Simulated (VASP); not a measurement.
# PtSe2 (P-3m1) in VASP: further runs

Runs on PtSe2. Level: PBE. Tasks: single point, relaxation of cell and atoms.

All numbers are computed with VASP 6.6.1; they aren't measurements. Logs are shortened: lines on timing, memory, paths and dates and some standing lists are left out, and cuts for length are marked.

**1. The cell of the first run**

The structure is trigonal, space group P-3m1 (No. 164). Conventional cell: a = 3.752 Å, b = 3.752 Å, c = 6.522 Å, α = 90.00°, β = 90.00°, γ = 120.00°. Pt (site symmetry -3m) has 6 Se at 2.53 Å within 3.3 Å. Within 3.4 Å of Se (site symmetry 3m) lie 3 Pt at 2.53 Å and 3 Se at 3.39 Å.

**2. Single point, PBE**

File INCAR:

```
PREC = Accurate ; ENCUT = 520
EDIFF = 1E-6 ; ISMEAR = -1
SIGMA = 0.05 ; LREAL = F
LASPH = T ; NELM = 100
ALGO = Normal ; ISIF = 2
LWAVE = F ; LCHARG = T
GGA = PE ; LELF = T
LVHAR = T ; NBANDS = 18
```

File KPOINTS:

```
regular mesh
0
Gamma
  11 11 7
```

File POSCAR:

```
PtSe2
1.0
    3.7515277908      0.0000000000      0.0000000000
   -1.8757638954      3.2489183698      0.0000000000
    0.0000000000      0.0000000000      6.5219367433
Pt Se
1 2
Direct
    0.0000000000      0.0000000000      0.0000000000
    0.3333333333      0.6666666667      0.2003567022
    0.6666666667      0.3333333333      0.7996432978
```

Potentials or basis: VASP PAW PBE potentials, release 64 (Pt, Se).

On the command line:

```bash
> cat potpaw_PBE.64/Pt/POTCAR potpaw_PBE.64/Se/POTCAR > POTCAR
> mpirun -np 1 vasp_std > vasp.out
```

OUTCAR:

```text
PREC = Accurate
   ENCUT = 520
   EDIFF = 1E-6
   ISMEAR = -1
   LREAL = F
   LASPH = T
   NELM = 100
   ISIF = 2
   GGA = PE

 ion  position               nearest neighbor table
   1  0.000  0.000  0.000-   2 2.53   3 2.53   2 2.53   3 2.53   3 2.53   2 2.53
   2  0.333  0.667  0.200-   1 2.53   1 2.53   1 2.53
   3  0.667  0.333  0.800-   1 2.53   1 2.53   1 2.53

  LATTYP: Found a hexagonal cell.
 ALAT       =     3.7515277908
 C/A-ratio  =     1.7384748580

  Lattice vectors:

 A1 = (   3.7515277908,   0.0000000000,   0.0000000000)
 A2 = (  -1.8757638954,   3.2489183698,   0.0000000000)
 A3 = (   0.0000000000,   0.0000000000,   6.5219367433)

Analysis of symmetry for initial positions (statically):
=====================================================================
 Subroutine PRICEL returns:
 Original cell was already a primitive cell.

 Routine SETGRP: Setting up the symmetry group for a
 hexagonal supercell.

 Subroutine GETGRP returns: Found 12 space group operations
 (whereof 12 operations were pure point group operations)
 out of a pool of 24 trial point group operations.

The static configuration has the point symmetry D_3d.

Analysis of symmetry for dynamics (positions and initial velocities):
=====================================================================
 Subroutine PRICEL returns:
 Original cell was already a primitive cell.

 Routine SETGRP: Setting up the symmetry group for a
 hexagonal supercell.

 Subroutine GETGRP returns: Found 12 space group operations
 (whereof 12 operations were pure point group operations)
 out of a pool of 24 trial point group operations.

The dynamic configuration has the point symmetry D_3d.

 Subroutine INISYM returns: Found 12 space group operations
 (whereof 12 operations are pure point group operations),
 and found     1 'primitive' translations

----------------------------------------------------------------------------------------

                                     Primitive cell

  volume of cell :      79.4920

  direct lattice vectors                    reciprocal lattice vectors
     3.751527791  0.000000000  0.000000000     0.266558068  0.153897372  0.000000000
    -1.875763895  3.248918370  0.000000000     0.000000000  0.307794745  0.000000000
     0.000000000  0.000000000  6.521936743     0.000000000  0.000000000  0.153328687

  length of vectors
     3.751527791  3.751527791  6.521936743     0.307794745  0.307794745  0.153328687

  position of ions in fractional coordinates (direct lattice)
     0.000000000  0.000000000  0.000000000
     0.333333333  0.666666667  0.200356702
     0.666666667  0.333333333  0.799643298

  ion indices of the primitive-cell ions
   primitive index   ion index
                 1           1
                 2           2
                 3           3

----------------------------------------------------------------------------------------

 KPOINTS: regular mesh

Automatic generation of k-mesh.
 Grid dimensions read from file:
 generate k-points for:   11   11    7

 Generating k-lattice:

  Cartesian coordinates                     Fractional coordinates (reciprocal lattice)
     0.024232552  0.013990670  0.000000000     0.090909091 -0.000000000  0.000000000
     0.000000000  0.027981340  0.000000000     0.000000000  0.090909091  0.000000000
     0.000000000  0.000000000  0.021904098     0.000000000  0.000000000  0.142857143

  Length of vectors
     0.027981340  0.027981340  0.021904098

  Shift w.r.t. Gamma in fractional coordinates (k-lattice)
     0.000000000  0.000000000  0.000000000

 Subroutine IBZKPT returns following result:
 ===========================================

 Found     94 irreducible k-points:

 Following reciprocal coordinates:
            Coordinates               Weight
  0.000000  0.000000  0.000000      1.000000
  0.090909  0.000000  0.000000      6.000000
  0.181818  0.000000  0.000000      6.000000
  0.272727  0.000000  0.000000      6.000000
  0.363636 -0.000000  0.000000      6.000000
  0.454545  0.000000  0.000000      6.000000
[... 16 lines left out ...]
  0.000000  0.272727  0.142857      6.000000
  0.363636 -0.000000  0.142857      6.000000
 [... further k-points ...]
   k-points           NKPTS =     94   k-points in BZ     NKDIM =     94   number of bands    NBANDS=     18
   number of dos      NEDOS =    301   number of ions     NIONS =      3
   total plane-waves  NPLWV =  39200
   dimension x,y,z NGX =    28 NGY =   28 NGZ =   50
   dimension x,y,z NGXF=    56 NGYF=   56 NGZF=  100
   ions per type =               1   2
   NGX,Y,Z   is equivalent  to a cutoff of  12.41, 12.41, 12.75 a.u.
   NGXF,Y,Z  is equivalent  to a cutoff of  24.82, 24.82, 25.49 a.u.
 SYSTEM =  unknown system
   PREC   = accura    normal or accurate (medium, high low for compatibility)
   ISTART =      0    job   : 0-new  1-cont  2-samecut
   ICHARG =      2    charge: 1-file 2-atom 10-const
   ISPIN  =      1    spin polarized calculation?
   LNONCOLLINEAR =      F non collinear calculations
   LSORBIT =      F    spin-orbit coupling
   LASPH  =      T    aspherical Exc in radial PAW
   ENCUT  =  520.0 eV  38.22 Ry    6.18 a.u.   6.98  6.98 12.13*2*pi/ulx,y,z
   NELM   =    100;   NELMIN=  2; NELMDL= -5     # of ELM steps
   EDIFF  = 0.1E-05   stopping-criterion for ELM
   LREAL  =      F    real-space projection
   EDIFFG = 0.1E-04   stopping-criterion for IOM
   NSW    =      0    number of steps for IOM
   IBRION =     -1    ionic relax: 0-MD 1-quasi-New 2-CG
   NFREE  =      0    steps in history (QN), initial steepest desc. (CG)
   ISIF   =      2    stress and relaxation
   ISYM   =      2    0-nonsym 1-usesym 2-fastsym
   POTIM  = 0.5000    time-step for ionic-motion
   TEBEG  =    0.0;   TEEND  =   0.0 temperature during run
   PSTRESS=    0.0 pullay stress
   NELECT =      22.0000    total number of electrons
   NUPDOWN=      -1.0000    fix difference up-down
   EMIN   =  10.00;   EMAX   =-10.00  energy-range for DOS
   EFERMI =   0.00;   METHOD = LEGACY
   ISMEAR =    -1;   SIGMA  =   0.05  broadening in eV -4-tet -1-fermi 0-gaus
   EFERMI_NEDOS =   21; number of points for ismear=-14 and -15
   IALGO  =     38    algorithm
   IMIX   =      4    mixing-type and parameters
     AMIX     =   0.40;   BMIX     =  1.00
     AMIX_MAG =   1.60;   BMIX_MAG =  1.00
  volume/ion in A,a.u.               =      26.50       178.81
  Fermi-wavevector in a.u.,A,eV,Ry     =   1.066861  2.016075 15.486050  1.138193
  Thomas-Fermi vector in A             =   2.202459
   LORBIT       =      0    0 simple, 1 ext, 2 COOP (PROOUT), +10 PAW based schemes
   GGA     = PE    functional components
   LHFCALC =     F    Hartree Fock is set to
   AEXX    =    0.0000 exact exchange contribution
   IVDW    =     0    specifies the selected vdW correction
   LEPSILON=     F    determine dielectric tensor
   LRPA    =     F    only Hartree local field effects (RPA)
 non-spin polarized calculation
  energy-cutoff  :      520.00
  volume of cell :       79.49
 maximum number of plane-waves:      2158
   NGX = 13   NGY = 13   NGZ = 25

 number of electron      21.9999997 magnetization

 Free energy of the ion-electron system (eV)
  ---------------------------------------------------
  ext. energy  EPLUGINS =         0.00000000
  ---------------------------------------------------
  free energy    TOTEN  =       -14.30313063 eV

  energy without entropy =      -14.30312497  energy(sigma->0) =      -14.30312780

 E-fermi :   3.5059     XC(G=0):  -8.9692

 val. band max:        3.0372446598   @ k =   0.0909   0.0909   0.0000
 cond. band min:       3.9144540976   @ k =   0.0000   0.2727   0.2857
 fundamental gap:      0.8772094378
 Fermi energy:         3.5058685212

 k-point     1 :       0.0000    0.0000    0.0000
  band No.  band energies     occupation
      1     -11.1636      2.00000
      2      -9.3312      2.00000
      3      -2.3655      2.00000
      4      -2.2449      2.00000
      5      -2.2449      2.00000
      6      -0.0090      2.00000
[... 10 lines left out ...]
     17      11.1359      0.00000
     18      12.0860      0.00000

 k-point     2 :       0.0909    0.0000    0.0000
  band No.  band energies     occupation
      1     -11.0780      2.00000
      2      -9.3408      2.00000
      3      -2.2811      2.00000
      4      -2.2383      2.00000
      5      -2.1918      2.00000
      6      -0.1316      2.00000
[... 10 lines left out ...]
     17      11.4668      0.00000
     18      12.3409      0.00000

 k-point     3 :       0.1818    0.0000    0.0000
  band No.  band energies     occupation
      1     -10.8341      2.00000
      2      -9.3685      2.00000
      3      -2.2324      2.00000
      4      -2.0531      2.00000
      5      -2.0117      2.00000
      6      -0.5881      2.00000
[... 10 lines left out ...]
     17      12.2260      0.00000
     18      12.3495      0.00000

 k-point     4 :       0.2727    0.0000    0.0000
  band No.  band energies     occupation
      1     -10.4745      2.00000
      2      -9.4112      2.00000
      3      -2.2386      2.00000
      4      -1.8951      2.00000
      5      -1.7254      2.00000
      6      -1.1565      2.00000
[... 10 lines left out ...]
     17      12.2112      0.00000
     18      12.5992      0.00000

 k-point     5 :       0.3636   -0.0000    0.0000
  band No.  band energies     occupation
      1     -10.0810      2.00000
      2      -9.4663      2.00000
      3      -2.6751      2.00000
      4      -1.8010      2.00000
      5      -1.5696      2.00000
      6      -0.9523      2.00000
[... 10 lines left out ...]
     17      12.3104      0.00000
     18      12.4102      0.00000

 k-point     6 :       0.4545    0.0000    0.0000
  band No.  band energies     occupation
      1      -9.7747      2.00000
      2      -9.5409      2.00000
      3      -3.1255      2.00000
      4      -1.7772      2.00000
      5      -1.2029      2.00000
      6      -0.7758      2.00000
[... 10 lines left out ...]
     17      12.0656      0.00000
     18      12.3337      0.00000

 k-point     7 :       0.0909    0.0909    0.0000
  band No.  band energies     occupation
      1     -10.9131      2.00000
      2      -9.3593      2.00000
      3      -2.2231      2.00000
      4      -2.1301      2.00000
      5      -2.0788      2.00000
      6      -0.2976      2.00000
[... 10 lines left out ...]
     17      12.0325      0.00000
     18      12.4783      0.00000

 k-point     8 :       0.1818    0.0909    0.0000
  band No.  band energies     occupation
      1     -10.6102      2.00000
      2      -9.3941      2.00000
      3      -2.1678      2.00000
      4      -1.9734      2.00000
      5      -1.8322      2.00000
      6      -0.8608      2.00000
[... 10 lines left out ...]
     17      12.0212      0.00000
     18      12.3859      0.00000
[... 229 lines left out ...]
     17      11.4937      0.00000
     18      11.9182      0.00000

 k-point    20 :       0.1818    0.0000    0.1429
  band No.  band energies     occupation
      1     -10.8263      2.00000
      2      -9.3829      2.00000
      3      -2.2237      2.00000
      4      -2.0511      2.00000
      5      -1.9833      2.00000
      6      -0.5804      2.00000
[... 10 lines left out ...]
     17      12.1480      0.00000
     18      12.4526      0.00000

 k-point    21 :       0.0000    0.1818    0.1429
  band No.  band energies     occupation
      1     -10.8274      2.00000
      2      -9.3804      2.00000
      3      -2.2764      2.00000
      4      -2.0548      2.00000
      5      -1.9345      2.00000
      6      -0.5950      2.00000
[... 10 lines left out ...]
     17      11.8325      0.00000
     18      12.3078      0.00000

 k-point    22 :       0.2727    0.0000    0.1429
  band No.  band energies     occupation
      1     -10.4658      2.00000
      2      -9.4247      2.00000
      3      -2.2122      2.00000
      4      -1.8931      2.00000
      5      -1.7554      2.00000
      6      -1.1141      2.00000
[... 10 lines left out ...]
     17      12.3670      0.00000
     18      12.5947      0.00000

 k-point    23 :       0.0000    0.2727    0.1429
  band No.  band energies     occupation
      1     -10.4700      2.00000
      2      -9.4170      2.00000
      3      -2.2924      2.00000
      4      -1.8983      2.00000
      5      -1.6904      2.00000
      6      -1.1395      2.00000
[... 10 lines left out ...]
     17      12.1057      0.00000
     18      12.7396      0.00000

 k-point    24 :       0.3636   -0.0000    0.1429
  band No.  band energies     occupation
      1     -10.0709      2.00000
      2      -9.4793      2.00000
      3      -2.6650      2.00000
      4      -1.8002      2.00000
      5      -1.5706      2.00000
      6      -0.9438      2.00000
[... 10 lines left out ...]
     17      12.4041      0.00000
     18      12.4872      0.00000

 [... further k-points ...]

------------------------ aborting loop because EDIFF is reached ----------------------------------------

  FORCE on cell =-STRESS in cart. coord.  units (eV):
  Direction    XX          YY          ZZ          XY          YZ          ZX
  --------------------------------------------------------------------------------------
  -------------------------------------------------------------------------------------
  Total       -0.0211246     -0.0211246     -0.0138541      0.0000000      0.0000000     -0.0000000
  in kB       -0.4257700     -0.4257700     -0.2792322      0.0000000      0.0000000     -0.0000000
  external PRESSURE =      -0.3769240 kB  Pullay stress =       0.0000000 kB

 VOLUME and BASIS-vectors are now :
 -----------------------------------------------------------------------------
  energy-cutoff  :      520.00
  volume of cell :       79.49
      direct lattice vectors                 reciprocal lattice vectors
     3.751527791  0.000000000  0.000000000     0.266558068  0.153897372  0.000000000
    -1.875763895  3.248918370  0.000000000     0.000000000  0.307794745  0.000000000
     0.000000000  0.000000000  6.521936743     0.000000000  0.000000000  0.153328687

 POSITION                                       TOTAL-FORCE (eV/Angst)
 -----------------------------------------------------------------------------------
      0.00000      0.00000      0.00000         0.000000      0.000000      0.000000
     -0.00000      2.16595      1.30671        -0.000000     -0.000000     -0.002370
      1.87576      1.08297      5.21522         0.000000      0.000000      0.002370
 -----------------------------------------------------------------------------------
    total drift:                               -0.000000      0.000000      0.000000

  FREE ENERGIE OF THE ION-ELECTRON SYSTEM (eV)
  ---------------------------------------------------
  free  energy   TOTEN  =       -14.3031306340 eV

  energy  without entropy=      -14.3031249745  energy(sigma->0) =      -14.30312780
```

Wall time 2.8 min (1 thread of Intel Xeon 8259CL, shared host); peak memory 0.28 GiB.

What came out:

```yaml
Free_energy: -14.3031 eV
Pressure: 0.0 GPa
Band_gap_on_the_k_mesh: 0.88 eV (least direct gap 1.14 eV)
```

Forces on the atoms (eV/Å):
```
Pt   0.000  0.000  0.000
Se   0.000  0.000 -0.002
Se   0.000  0.000  0.002
```

Caveat: spin-orbit coupling is left out, which moves the levels of the heavy elements; this functional lacks dispersion, which binds layers or chains, so the pressure and a relaxed spacing across them are unreliable. A k mesh can miss the band edges.

**3. Single point, PBE**

File INCAR:

```
SYSTEM = PtSe2
PREC = Accurate
ENCUT = 520
EDIFF = 1E-6
ISMEAR = -1
SIGMA = 0.05
LREAL = .FALSE.
LASPH = .TRUE.
NELM = 100
ALGO = Normal
ISIF = 2
LWAVE = .FALSE.
LCHARG = .FALSE.
GGA = PE
NBANDS = 18
```

File KPOINTS:

```
Automatic mesh
0
G
  11 11 7
  0 0 0
```

POSCAR is that of step 2.

Potentials or basis: VASP PAW PBE potentials, release 64 (Pt, Se).

On the command line:

```bash
> cat potpaw_PBE.64/Pt/POTCAR potpaw_PBE.64/Se/POTCAR > POTCAR
> mpirun -np 1 vasp_std > vasp.out
```

Run time: 2.9 min. Hardware: 1 thread of Intel Xeon 8259CL, shared host; peak memory 0.28 GiB.

Results (log left out):

| Quantity | Value |
| --- | --- |
| Free energy | -14.3031 eV |
| Pressure | 0.0 GPa |
| Band gap on the k mesh | 0.88 eV (least direct gap 1.14 eV) |

Forces on the atoms (eV/Å):
```
Pt   0.000  0.000  0.000
Se   0.000  0.000 -0.002
Se   0.000  0.000  0.002
```

Levels at points of the mesh, in eV from the valence-band top:
| k point | band 9 | band 10 | band 11 | band 12 | band 13 | band 14 |
| --- | --- | --- | --- | --- | --- | --- |
| (0.00, 0.00, 0.00) | -0.28 | -0.28 | -0.24 | 2.63 | 2.63 | 4.16 |

Caveat: spin-orbit coupling is left out, which moves the levels of the heavy elements; this functional lacks dispersion, which binds layers or chains, so the pressure and a relaxed spacing across them are unreliable. A k mesh can miss the band edges.

**4. Relaxation of cell and atoms, PBE**

File INCAR:

```
PREC = Accurate
ENCUT = 600
EDIFF = 1E-7
ISMEAR = -1
SIGMA = 0.05
LREAL = F
LASPH = T
NELM = 80
ALGO = Normal
ISIF = 3
LWAVE = F
LCHARG = F
GGA = PE
IBRION = 2
NSW = 32
EDIFFG = -0.005
```

File KPOINTS:

```
regular mesh
0
Gamma
  11 11 7
```

POSCAR is that of step 3.

On the command line:

```bash
> cat potpaw_PBE.64/Pt/POTCAR potpaw_PBE.64/Se/POTCAR > POTCAR
> mpirun -np 1 vasp_std > vasp.out
```

Wall time 6.9 min (1 thread of Intel Xeon 8259CL, shared host); peak memory 0.33 GiB.

It converged, with:

| Property | Result |
| --- | --- |
| Free energy | -14.3033 eV |
| Relaxed volume | 26.49 Å³/atom |
| Relaxed cell | a = 3.751 Å, b = 3.751 Å, c = 6.521 Å, α = 90.00°, β = 90.00°, γ = 120.00° |
| Space group after relaxing (to 0.1 Å) | P-3m1 (No. 164) |
| Energy gained by relaxing | 0.0 meV/atom |
| Ionic steps | 3 |
| Pressure after relaxing | 0.0 GPa |
| Band gap on the k mesh | 0.88 eV (least direct gap 1.14 eV) |

Forces in eV/Å, atoms in the order of the input:
```
Pt   0.000  0.000  0.000
Se   0.000  0.000  0.003
Se   0.000  0.000 -0.003
```

Final structure:
```
Pt Se
1.0
     3.75100    0.00000    0.00000
    -1.87550    3.24846    0.00000
     0.00000    0.00000    6.52140
Pt Se
1 2
Direct
  0.00000 0.00000 0.00000
  0.33333 0.66667 0.20035
  0.66667 0.33333 0.79965
```

Levels at points of the mesh, in eV from the valence-band top:
```
           k point  band 7  band 8  band 9  band 10  band 11  band 12  band 13  band 14  band 15
(0.00, 0.00, 0.00)   -3.05   -1.61   -0.28    -0.28    -0.24     2.63     2.63     4.16     5.20
```

Caveat: spin-orbit coupling is left out, which moves the levels of the heavy elements; this functional lacks dispersion, which binds layers or chains, so the pressure and a relaxed spacing across them are unreliable. A k mesh can miss the band edges.
